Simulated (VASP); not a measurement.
Set up this calculation in VASP 6.6.1, as the native input.

```
Task                   : single point
Functional             : PBE
Potentials or basis    : VASP PAW PBE potentials, release 64 (Be, Nb_sv, P)
Cutoff                 : 520 eV
k mesh                 : 4 × 4 × 4
Occupations            : gaussian, width 0.1 eV
Spin                   : collinear spin, ferromagnetic start
Starting moments       : [0.0, 0.0, 0.0, 1.0, 1.0, 0.0, 0.0, 0.0, 0.0] μB
Dipole correction      : no
Further INCAR settings : ALGO = Normal; EDIFF = 1e-06; NBANDS = 40
```

The structure of Be3Nb2P4 lies in POSCAR:

```
Be3Nb2P4
1.0
    0.0000000000      4.1104077727      5.8706256393
    2.3245284051      0.0000000000      5.8706256393
    2.3245284051      4.1104077727      0.0000000000
Be Nb P
3 2 4
Direct
    0.5000000000      0.5000000000      0.0000000000
    0.0000000000      0.0000000000      0.0000000000
    0.0000000000      0.0000000000      0.5000000000
    0.6559174506      0.6559174506      0.3440825494
    0.3440825494      0.3440825494      0.6559174506
    0.0108105550      0.6844767802      0.3155232198
    0.6844767802      0.0108105550      0.9891894450
    0.9891894450      0.3155232198      0.6844767802
    0.3155232198      0.9891894450      0.0108105550
```

These files were run (other wordings do the same):

INCAR

```
PREC = Accurate ; ENCUT = 520
EDIFF = 1E-6 ; ISMEAR = 0
SIGMA = 0.1 ; LREAL = False
LASPH = True ; NELM = 150
ALGO = Normal ; ISIF = 2
LWAVE = False ; LCHARG = False
ISPIN = 2 ; MAGMOM = 0 0 0 1 1 0 0 0 0
LORBIT = 11 ; LMAXMIX = 4
GGA = PE ; NBANDS = 40
```

KPOINTS

```
regular mesh
0
Gamma
  4 4 4
```

Potentials or basis: VASP PAW PBE potentials, release 64 (Be, Nb_sv, P).

Launch:

```console
$ cat potpaw_PBE.64/Be/POTCAR potpaw_PBE.64/Nb_sv/POTCAR potpaw_PBE.64/P/POTCAR > POTCAR
$ mpirun -np 1 vasp_std > vasp.out
```

Results of the run:

| Quantity | Value |
| --- | --- |
| Pressure | 0.0 GPa |
| Largest force | 0.015 eV/Å |
| Band gap on the k mesh | zero (filled and empty bands overlap) |
| Net moment | 0.00 μB per cell |
| Valence electrons inside the program's atomic spheres | Be 1.03, 1.06; Nb 10.63; P 2.49 |

Caveat: the k points lie up to 0.41 Å⁻¹ apart.

Run time: 2.4 min on 1 thread of Intel(R) Xeon(R) 6975P-C (Granite Rapids), with other jobs on the host, peak memory 0.42 GiB.
